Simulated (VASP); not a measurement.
Set up this calculation in VASP 6.6.1, as the native input.

```
Task                               : single point
Functional                         : PBE0
Potentials or basis                : VASP PAW PBE potentials, release 64 (As)
Cutoff                             : 450 eV
k mesh                             : 5 × 5 × 5
Occupations                        : fermi-dirac, width 0.05 eV
Spin                               : no spin polarisation
Dipole correction                  : no
Grid for exact exchange (PRECFOCK) : Normal
Second try                         : not_converged
Further INCAR settings             : ALGO = All; EDIFF = 1e-06; NBANDS = 8
Share of exact exchange            : 0.25
```

Crystal: As.

```
As
1.0
     2.70368    0.00000    0.00000
     0.00000    2.70368    0.00000
     0.00000    0.00000    2.70368
As
1
Cartesian
  1.3518 1.3518 1.3518
```

This isn't the form of As at room conditions, which is rhombohedral.

One way to write it, as run:

POSCAR

```
As
1.0
    2.7036817444      0.0000000000      0.0000000000
    0.0000000000      2.7036817444      0.0000000000
    0.0000000000      0.0000000000      2.7036817444
As
1
Direct
    0.5000000000      0.5000000000      0.5000000000
```

INCAR.step1

```
  PREC = Accurate
  ENCUT = 450
  EDIFF = 1E-5
  ISMEAR = -1
  SIGMA = 0.05
  LREAL = F
  LASPH = T
  NELM = 300
  ALGO = All
  ISIF = 2
  LWAVE = T
  LCHARG = F
  GGA = PE
  NBANDS = 8
  GGA_COMPAT = F
  ISEARCH = 1
  KPAR = 4
```

INCAR.step2

```
  PREC = Accurate
  ENCUT = 450
  EDIFF = 1E-6
  ISMEAR = -1
  SIGMA = 0.05
  LREAL = F
  LASPH = T
  NELM = 300
  ALGO = All
  ISIF = 2
  LWAVE = F
  LCHARG = F
  GGA = PE
  LHFCALC = T
  AEXX = 0.25
  PRECFOCK = Normal
  ISTART = 1
  NBANDS = 8
  GGA_COMPAT = F
  ISEARCH = 1
  KPAR = 4
```

KPOINTS

```
regular mesh
0
Gamma
  5 5 5
```

Potentials or basis: VASP PAW PBE potentials, release 64 (As).

The run is started by

```sh
$ cat potpaw_PBE.64/As/POTCAR > POTCAR
$ cp INCAR.step1 INCAR
$ mpirun -np 4 vasp_std > vasp.out
$ cp INCAR.step2 INCAR
$ mpirun -np 4 vasp_std > vasp.out
```

It gave:

- Pressure: -0.8 GPa
- Band gap on the k mesh: zero (an odd number of electrons rules out a gap without spin polarisation)

Caveat: the k points lie up to 0.46 Å⁻¹ apart, too coarse for converged energies and pressures of a metal; the PAW data sets were made with another functional, which shifts forces and pressure a little; an odd number of electrons without spin polarisation forces a metal; a magnetic or distorted state may lie lower.

Wall time 64 s on 4 MPI ranks on Intel(R) Xeon(R) Platinum 8259CL CPU @ 2.50GHz (Skylake/Cascade Lake), with other jobs on the host, peak memory 0.12 GiB a rank.
